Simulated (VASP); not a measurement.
# Mg8HO8 (a cell with a defect) in VASP: notebook

Runs on Mg8HO8 (a cell with a defect). Level: PBE+D3(BJ). Tasks: single point.

Program: VASP 6.6.1. These are calculated values, not measurements. Logs are shortened: lines on timing, memory, paths and dates and some standing lists are left out, and cuts for length are marked.

### Step 1. The cell of the first run

The cell holds a defect, 17 atoms: a = 5.457 Å, b = 5.457 Å, c = 5.457 Å, α = 60.00°, β = 60.00°, γ = 60.00°.

### Step 2. Single point, PBE+D3(BJ), collinear spin, ferromagnetic start

Input file INCAR:

```
PREC = Accurate ; ENCUT = 520
EDIFF = 1E-7 ; ISMEAR = 0
SIGMA = 0.05 ; LREAL = Auto
LASPH = True ; NELM = 150
ALGO = Normal ; ISIF = 2
LWAVE = False ; LCHARG = False
ISPIN = 2 ; MAGMOM = 0 0 0 0 0 0 0 0 0 0 0 0 0 0 0 0 1
LORBIT = 11 ; GGA = PE
IVDW = 12 ; NBANDS = 50
```

Input file KPOINTS:

```
regular mesh
0
Gamma
  2 2 2
```

Input file POSCAR:

```
Mg8HO8
1.0
    0.0000000000      3.8590000000      3.8590000000
    3.8590000000      0.0000000000      3.8590000000
    3.8590000000      3.8590000000      0.0000000000
Mg O H
8 8 1
Direct
   -0.0009386256     -0.0004042052      0.0028794890
   -0.0009353542     -0.0004142206      0.4991749792
   -0.0021344838      0.5012496401      0.0008242723
   -0.0009274401      0.5032747934      0.4991874418
    0.5006909447     -0.0015513409      0.0008080681
    0.5027714278     -0.0004080379      0.4991724151
    0.5007335638      0.5012835739      0.0008532496
    0.5007019867      0.5012445120      0.4979954196
    0.2549382052      0.2554764233      0.2352948664
    0.2549177982      0.2554468803      0.7550330455
    0.2499703910      0.7505517144      0.2501153089
    0.2549410084      0.7357119205      0.7550592453
    0.7500150384      0.2504834993      0.2501372877
    0.7351835796      0.2554731681      0.7550531927
    0.7499907452      0.7505287257      0.2501060598
    0.7499992289      0.7505578901      0.7500809952
    0.1249978859      0.1254953636      0.6251056638
```

Potentials or basis: VASP PAW PBE potentials, release 64 (Mg, O, H).

Launch:

```
$ cat potpaw_PBE.64/Mg/POTCAR potpaw_PBE.64/O/POTCAR potpaw_PBE.64/H/POTCAR > POTCAR
$ mpirun -np 1 vasp_std > vasp.out
```

OUTCAR:

```text
PREC = Accurate
   ENCUT = 520
   EDIFF = 1E-7
   ISMEAR = 0
   LREAL = Auto
   LASPH = True
   NELM = 150
   ISIF = 2
   ISPIN = 2
   LORBIT = 11
   GGA = PE
   IVDW = 12
 IVDW          = 12

 ion  position               nearest neighbor table
   1  0.999  1.000  0.003-  17 1.68  15 1.92  11 1.92  13 1.92  14 1.98  12 1.98  10 1.98   6 2.71
                             2 2.71   4 2.71   3 2.73   5 2.73   7 2.73   7 2.73   5 2.73   3 2.73
   2  0.999  1.000  0.499-  17 1.68  13 1.92  16 1.92  11 1.92  12 1.98   9 1.98  14 1.98   6 2.71
                             1 2.71   4 2.71   8 2.73   3 2.73   5 2.73   5 2.73   3 2.73   8 2.73
   3  0.998  0.501  0.001-  12 1.90   9 1.90  10 1.90  15 1.92  16 1.92  13 1.92   7 2.71   8 2.71
                             5 2.71   1 2.73   4 2.73   2 2.73   2 2.73   4 2.73   1 2.73   5 2.74
   4  0.999  0.503  0.499-  17 1.68  15 1.92  11 1.92  16 1.92  10 1.98  14 1.98   9 1.98   2 2.71
                             6 2.71   1 2.71   3 2.73   8 2.73   7 2.73   7 2.73   8 2.73   3 2.73
   5  0.501  0.998  0.001-   9 1.90  14 1.90  10 1.90  15 1.92  11 1.92  16 1.92   7 2.71   3 2.71
                             8 2.71   6 2.73   1 2.73   2 2.73   2 2.73   1 2.73   6 2.73   8 2.74
   6  0.503  1.000  0.499-  17 1.68  15 1.92  13 1.92  16 1.92  12 1.98   9 1.98  10 1.98   2 2.71
                             1 2.71   4 2.71   8 2.73   5 2.73   7 2.73   7 2.73   5 2.73   8 2.73
   7  0.501  0.501  0.001-  12 1.90   9 1.90  14 1.90  11 1.92  16 1.92  13 1.92   3 2.71   8 2.71
                             5 2.71   1 2.73   6 2.73   4 2.73   4 2.73   6 2.73   1 2.73   5 2.74
   8  0.501  0.501  0.498-  12 1.90  14 1.90  10 1.90  15 1.92  11 1.92  13 1.92   7 2.71   3 2.71
                             5 2.71   6 2.73   4 2.73   2 2.73   2 2.73   4 2.73   6 2.73   5 2.74
   9  0.255  0.255  0.235-   5 1.90   3 1.90   7 1.90   4 1.98   6 1.98   2 1.98
  10  0.255  0.255  0.755-   5 1.90   8 1.90   3 1.90   4 1.98   1 1.98   6 1.98
  11  0.250  0.751  0.250-   2 1.92   1 1.92   4 1.92   7 1.92   8 1.92   5 1.92
  12  0.255  0.736  0.755-   8 1.90   3 1.90   7 1.90   1 1.98   6 1.98   2 1.98
  13  0.750  0.250  0.250-   2 1.92   6 1.92   1 1.92   7 1.92   3 1.92   8 1.92
  14  0.735  0.255  0.755-   5 1.90   8 1.90   7 1.90   4 1.98   1 1.98   2 1.98
  15  0.750  0.751  0.250-   6 1.92   1 1.92   4 1.92   3 1.92   8 1.92   5 1.92
  16  0.750  0.751  0.750-   2 1.92   6 1.92   4 1.92   7 1.92   3 1.92   5 1.92
  17  0.125  0.125  0.625-   2 1.68   6 1.68   1 1.68   4 1.68

  LATTYP: Found a face centered cubic cell.
 ALAT       =     7.7180000000

  Lattice vectors:

 A1 = (   0.0000000000,   3.8590000000,   3.8590000000)
 A2 = (   3.8590000000,   0.0000000000,   3.8590000000)
 A3 = (   3.8590000000,   3.8590000000,   0.0000000000)

Analysis of symmetry for initial positions (statically):
=====================================================================
 Subroutine PRICEL returns:
 Original cell was already a primitive cell.

 Routine SETGRP: Setting up the symmetry group for a
 face centered cubic supercell.

 Subroutine GETGRP returns: Found  1 space group operations
 (whereof  1 operations were pure point group operations)
 out of a pool of 48 trial point group operations.

The static configuration has the point symmetry C_1 .

Analysis of symmetry for dynamics (positions and initial velocities):
=====================================================================
 Subroutine PRICEL returns:
 Original cell was already a primitive cell.

 Routine SETGRP: Setting up the symmetry group for a
 face centered cubic supercell.

 Subroutine GETGRP returns: Found  1 space group operations
 (whereof  1 operations were pure point group operations)
 out of a pool of 48 trial point group operations.

The dynamic configuration has the point symmetry C_1 .

Analysis of structural, dynamic, and magnetic symmetry:
=====================================================================
 Subroutine PRICEL returns:
 Original cell was already a primitive cell.

 Routine SETGRP: Setting up the symmetry group for a
 face centered cubic supercell.

 Subroutine GETGRP returns: Found  1 space group operations
 (whereof  1 operations were pure point group operations)
 out of a pool of 48 trial point group operations.

The overall configuration has the point symmetry C_1 .

 Subroutine INISYM returns: Found  1 space group operations
 (whereof  1 operations are pure point group operations),
 and found     1 'primitive' translations

----------------------------------------------------------------------------------------

                                     Primitive cell

  volume of cell :     114.9355

[... 96 lines left out ...]
   LNONCOLLINEAR =      F non collinear calculations
   LSORBIT =      F    spin-orbit coupling
   LASPH  =      T    aspherical Exc in radial PAW
   ENCUT  =  520.0 eV  38.22 Ry    6.18 a.u.  10.15 10.15 10.15*2*pi/ulx,y,z
   NELM   =    150;   NELMIN=  2; NELMDL= -5     # of ELM steps
   EDIFF  = 0.1E-06   stopping-criterion for ELM
   LREAL  =      T    real-space projection
   EDIFFG = 0.1E-05   stopping-criterion for IOM
   NSW    =      0    number of steps for IOM
   IBRION =     -1    ionic relax: 0-MD 1-quasi-New 2-CG
   NFREE  =      0    steps in history (QN), initial steepest desc. (CG)
   ISIF   =      2    stress and relaxation
   ISYM   =      2    0-nonsym 1-usesym 2-fastsym
   POTIM  = 0.5000    time-step for ionic-motion
   TEBEG  =    0.0;   TEEND  =   0.0 temperature during run
   PSTRESS=    0.0 pullay stress
   NELECT =      65.0000    total number of electrons
   NUPDOWN=      -1.0000    fix difference up-down
   EMIN   =  10.00;   EMAX   =-10.00  energy-range for DOS
   EFERMI =   0.00;   METHOD = LEGACY
   ISMEAR =     0;   SIGMA  =   0.05  broadening in eV -4-tet -1-fermi 0-gaus
   EFERMI_NEDOS =   21; number of points for ismear=-14 and -15
   IALGO  =     38    algorithm
   IMIX   =      4    mixing-type and parameters
     AMIX     =   0.40;   BMIX     =  1.00
     AMIX_MAG =   1.60;   BMIX_MAG =  1.00
  volume/ion in A,a.u.               =       6.76        45.62
  Fermi-wavevector in a.u.,A,eV,Ry     =   1.353821  2.558350 24.937175  1.832831
  Thomas-Fermi vector in A             =   2.481044
   LORBIT       =     11    0 simple, 1 ext, 2 COOP (PROOUT), +10 PAW based schemes
   GGA     = PE    functional components
   LHFCALC =     F    Hartree Fock is set to
   AEXX    =    0.0000 exact exchange contribution
   IVDW    =    12    specifies the selected vdW correction
   LEPSILON=     F    determine dielectric tensor
   LRPA    =     F    only Hartree local field effects (RPA)
 spin polarized calculation
 Gauss-broadening in eV      SIGMA  =   0.05
  energy-cutoff  :      520.00
  volume of cell :      114.94
 maximum number of plane-waves:      3119
 NGX is ok and might be reduce to    42
   NGX = 21   NGY = 21   NGZ = 21

 number of electron      64.9999992 magnetization       0.7500380

 Free energy of the ion-electron system (eV)
  ---------------------------------------------------
  ext. energy  EPLUGINS =         0.00000000
  ---------------------------------------------------
  free energy    TOTEN  =       -85.31789928 eV

  energy without entropy =      -85.31307859  energy(sigma->0) =      -85.31548894

 E-fermi :   9.8652     XC(G=0): -12.4871

 val. band max:        9.8500226504   @ k =   0.5000   0.0000   0.5000
 cond. band min:      10.6602006739   @ k =   0.5000   0.5000   0.5000
 fundamental gap:      0.8101780235
 Fermi energy:         9.8652238151

 spin component 1

 k-point     1 :       0.0000    0.0000    0.0000
  band No.  band energies     occupation
      1     -13.4134      1.00000
      2     -11.3546      1.00000
      3     -11.2592      1.00000
      4     -11.2592      1.00000
      5     -11.2591      1.00000
      6     -10.9098      1.00000
[... 365 lines left out ...]
     43      18.9477      0.00000
     44      18.9563      0.00000
 Fermi energy:         9.8652238151

 spin component 2

 k-point     1 :       0.0000    0.0000    0.0000
  band No.  band energies     occupation
      1     -13.3398      1.00000
      2     -11.2649      1.00000
      3     -11.2280      1.00000
      4     -11.2280      1.00000
      5     -11.2279      1.00000
      6     -10.8098      1.00000
[... 365 lines left out ...]
     43      18.9666      0.00000
     44      18.9698      0.00000
 [bands above 44 left out]

------------------------ aborting loop because EDIFF is reached ----------------------------------------

 Edisp (eV)   -6.38864

 E8    (eV) :    -2.4868

  FORCE on cell =-STRESS in cart. coord.  units (eV):
  Direction    XX          YY          ZZ          XY          YZ          ZX
  --------------------------------------------------------------------------------------
  -------------------------------------------------------------------------------------
  Total      58.31721    58.32024    58.31704    -0.00170    -0.00219    -0.00027
  in kB     812.92974   812.97190   812.92739    -0.02368    -0.03053    -0.00379
  external pressure =      812.94 kB  Pullay stress =        0.00 kB

 VOLUME and BASIS-vectors are now :
 -----------------------------------------------------------------------------
  energy-cutoff  :      520.00
  volume of cell :      114.94
      direct lattice vectors                 reciprocal lattice vectors
     0.000000000  3.859000000  3.859000000    -0.129567245  0.129567245  0.129567245
     3.859000000  0.000000000  3.859000000     0.129567245 -0.129567245  0.129567245
     3.859000000  3.859000000  0.000000000     0.129567245  0.129567245 -0.129567245

 POSITION                                       TOTAL-FORCE (eV/Angst)
 -----------------------------------------------------------------------------------
      3.86855      3.86649      7.71282        -0.018945     -0.018825      0.019647
      5.78372      5.78171      7.71279         0.023104      0.022687      0.022678
      1.93750      3.85394      5.78509        -0.018560      0.015570      0.014579
      3.86850      5.78179      5.79756        -0.017918      0.018557     -0.017794
      3.85613      1.93528      5.78518         0.014312     -0.017711      0.014547
      5.78373      3.86650      5.79762         0.020184     -0.019170     -0.019349
[... 9 lines left out ...]
      5.79097      5.78881      5.79065        -0.012814     -0.009574      0.009200
      2.89657      2.89465      0.96665         0.000476     -0.000459      0.000285
 -----------------------------------------------------------------------------------
    total drift:                               -0.012610     -0.001721     -0.008774

  FREE ENERGIE OF THE ION-ELECTRON SYSTEM (eV)
  ---------------------------------------------------
  free  energy   TOTEN  =       -91.7065441106 eV

  energy  without entropy=      -91.7017234139  energy(sigma->0) =      -91.70413376

 total charge

# of ion       s       p       d       tot
------------------------------------------
    1        0.194   0.287   0.156   0.636
    2        0.194   0.287   0.156   0.636
    3        0.201   0.299   0.162   0.662
    4        0.194   0.287   0.156   0.636
    5        0.201   0.299   0.162   0.662
    6        0.194   0.287   0.156   0.636
[... 9 lines left out ...]
   16        1.554   3.742   0.000   5.296
   17        0.632   0.032   0.000   0.663
--------------------------------------------------
tot         14.684  32.189   1.273  48.146

 magnetization (x)

# of ion       s       p       d       tot
------------------------------------------
    1       -0.000   0.001   0.005   0.006
    2       -0.000   0.001   0.005   0.006
    3        0.000   0.001   0.001   0.003
    4       -0.000   0.001   0.005   0.006
    5        0.000   0.001   0.001   0.003
    6       -0.000   0.001   0.005   0.006
[... 9 lines left out ...]
   16       -0.000  -0.000   0.000  -0.000
   17        0.245   0.002   0.000   0.247
--------------------------------------------------
tot          0.275   0.286   0.024   0.586
```

Wall time 5.2 min (1 thread of Intel Xeon 6975P-C, shared host); peak memory 0.39 GiB.

What came out:

| Quantity | Value |
| --- | --- |
| Free energy | -91.7065 eV |
| Pressure | 81.3 GPa |
| Largest force | 0.040 eV/Å |
| Net moment | 0.75 μB per cell |
| Site moments | Mg +0.01, +0.00; O +0.08, -0.00; H +0.25 μB |
| Valence electrons inside the program's atomic spheres | Mg 0.64, 0.66; O 5.28, 5.30; H 0.66 |
| Dispersion energy per atom | -0.376 eV |

Forces on the atoms (eV/Å):
```
Mg  -0.019 -0.019  0.020
Mg   0.023  0.023  0.023
Mg  -0.019  0.016  0.015
Mg  -0.018  0.019 -0.018
Mg   0.014 -0.018  0.015
Mg   0.020 -0.019 -0.019
Mg  -0.020 -0.018 -0.020
Mg   0.014  0.016 -0.018
O    0.009  0.007 -0.006
O   -0.005 -0.007 -0.005
O    0.010 -0.010 -0.013
O    0.007 -0.007  0.008
O   -0.011  0.008 -0.010
O   -0.005  0.007  0.009
O    0.011  0.012  0.011
O   -0.013 -0.010  0.009
H    0.000  0.000  0.000
```

Caveat: the k points lie up to 0.71 Å⁻¹ apart.

### Step 3. Single point, PBE+D3(BJ), collinear spin, ferromagnetic start

Input file INCAR:

```
ALGO = Normal ; EDIFF = 1E-6
ENCUT = 520 ; GGA = PE
ISIF = 2 ; ISMEAR = 0
ISPIN = 2 ; IVDW = 12
LASPH = T ; LCHARG = F
LORBIT = 11 ; LREAL = Auto
LWAVE = F ; MAGMOM = 0 0 0 0 0 0 0 0 0 0 0 0 0 0 0 0 1
NBANDS = 50 ; NELM = 150
PREC = Accurate ; SIGMA = 0.05
```

Input file KPOINTS:

```
k-points
0
Gamma
  2 2 2
```

Input file POSCAR:

```
Mg8HO8
1.0
    0.0000000000      3.8590000000      3.8590000000
    3.8590000000      0.0000000000      3.8590000000
    3.8590000000      3.8590000000      0.0000000000
Mg O H
8 8 1
Direct
   -0.0023428356      0.0011370839      0.0005403829
   -0.0003463589      0.0023932704      0.4989131558
   -0.0003399974      0.4995316543      0.0017611933
   -0.0003395878      0.4995320178      0.4989207135
    0.5012779415      0.0011514725      0.0005423656
    0.5012776639      0.0011506388      0.4969046994
    0.5012671842      0.4975201472      0.0005435900
    0.5025342660      0.4995210044      0.4989089635
    0.2504130254      0.2502260139      0.2496175491
    0.2454351542      0.2650613103      0.7446902846
    0.2454380595      0.7453029333      0.2644473156
    0.2454355154      0.7453006035      0.7446863445
    0.7503549605      0.2502236820      0.2496006370
    0.7503540821      0.2502221694      0.7496981007
    0.7503550975      0.7502890052      0.2496146969
    0.7651862352      0.7453034354      0.7446937765
    0.3753883744     -0.1247501321      0.8746164110
```

Potentials or basis: VASP PAW PBE potentials, release 64 (Mg, O, H).

Launch:

```
$ cat potpaw_PBE.64/Mg/POTCAR potpaw_PBE.64/O/POTCAR potpaw_PBE.64/H/POTCAR > POTCAR
$ mpirun -np 1 vasp_std > vasp.out
```

Wall time 3.5 min (1 thread of Intel Xeon 6975P-C, shared host); peak memory 0.37 GiB.

Results (log left out):

- Free energy: -91.7066 eV
- Pressure: 81.3 GPa
- Largest force: 0.028 eV/Å
- Net moment: 0.75 μB per cell
- Site moments: Mg +0.01, +0.00; O -0.00, +0.08; H +0.25 μB
- Valence electrons inside the program's atomic spheres: Mg 0.64, 0.66; O 5.30, 5.28; H 0.66
- Dispersion energy per atom: -0.376 eV

Forces on the atoms (eV/Å):
```
Mg  -0.015  0.015  0.016
Mg  -0.015  0.015 -0.016
Mg  -0.017 -0.017  0.015
Mg   0.017  0.017  0.015
Mg  -0.015 -0.015 -0.015
Mg   0.015  0.015 -0.015
Mg   0.015 -0.015  0.015
Mg   0.015 -0.015 -0.016
O   -0.009  0.009  0.008
O   -0.008  0.008 -0.007
O   -0.008 -0.007  0.008
O    0.007  0.008  0.008
O   -0.008 -0.008 -0.010
O    0.008  0.008 -0.010
O    0.009 -0.009  0.008
O    0.008 -0.008 -0.006
H    0.000  0.000  0.000
```

Levels at points of the mesh, in eV from the Fermi level:
Spin up:
| k point | band 31 | band 32 | band 33 | band 34 | band 35 | band 36 |
| --- | --- | --- | --- | --- | --- | --- |
| (0.00, 0.00, 0.00) | -4.35 | -4.35 | -1.85 | 3.60 | 4.94 | 4.94 |
| (0.50, 0.00, 0.00) | -4.85 | -4.85 | -0.44 | 5.40 | 5.78 | 6.83 |
| (0.00, 0.50, 0.00) | -4.85 | -4.85 | -0.44 | 5.40 | 5.78 | 6.83 |
| (0.00, 0.00, 0.50) | -4.85 | -4.85 | -0.44 | 5.40 | 5.78 | 6.83 |
| (0.50, 0.50, 0.00) | -5.27 | -5.27 | -0.02 | 6.71 | 6.90 | 7.26 |
| (0.00, 0.50, 0.50) | -5.27 | -5.27 | -0.02 | 6.71 | 6.90 | 7.26 |
Spin down:
```
           k point  band 30  band 31  band 32  band 33  band 34  band 35
(0.00, 0.00, 0.00)    -4.27    -4.27    -4.27    -0.57     3.64     4.94
(0.50, 0.00, 0.00)    -4.90    -4.74    -4.74     0.79     5.42     5.82
(0.00, 0.50, 0.00)    -4.90    -4.74    -4.74     0.79     5.42     5.82
(0.00, 0.00, 0.50)    -4.90    -4.74    -4.74     0.79     5.42     5.82
(0.50, 0.50, 0.00)    -5.24    -5.12    -5.12     1.24     6.76     6.93
(0.00, 0.50, 0.50)    -5.24    -5.12    -5.12     1.24     6.76     6.93
```

Caveat: the k points lie up to 0.71 Å⁻¹ apart.

(Continued in part 2 of 2.)
